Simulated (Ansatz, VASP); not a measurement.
One calculation of RbBr, two programs

```
Rb Br
1.0
     0.00000    3.38068    3.38068
     3.38068    0.00000    3.38068
     3.38068    3.38068    0.00000
Rb Br
1 1
Direct
  0.00000 0.00000 0.00000
  0.50000 0.50000 0.50000
```

Alike in both runs: task single point; functional PBE0; k mesh 4 × 4 × 4; occupations fermi-dirac, width 0.05 eV; no spin polarisation.

|  | VASP | Ansatz |
| --- | --- | --- |
| version | VASP 6.6.1 | Ansatz 0.2.0 |
| potentials or method | VASP PAW PBE potentials, release 64 (Rb_sv, Br) | Ansatz PAW |
| plane-wave cutoff (eV) | 520 | 420 |
| valence electrons in the cell | 16 | 16 |

```csv
,VASP,Ansatz,Ansatz less VASP
gap on the k mesh at the Fermi level (eV),6.37,6.35,-0.014
least direct gap on the mesh (eV),6.37,6.35,-0.014
pressure (GPa),1.4,1.5,+0.02
```

The functional is the same, so the differences come from potentials, cutoffs and numerics.
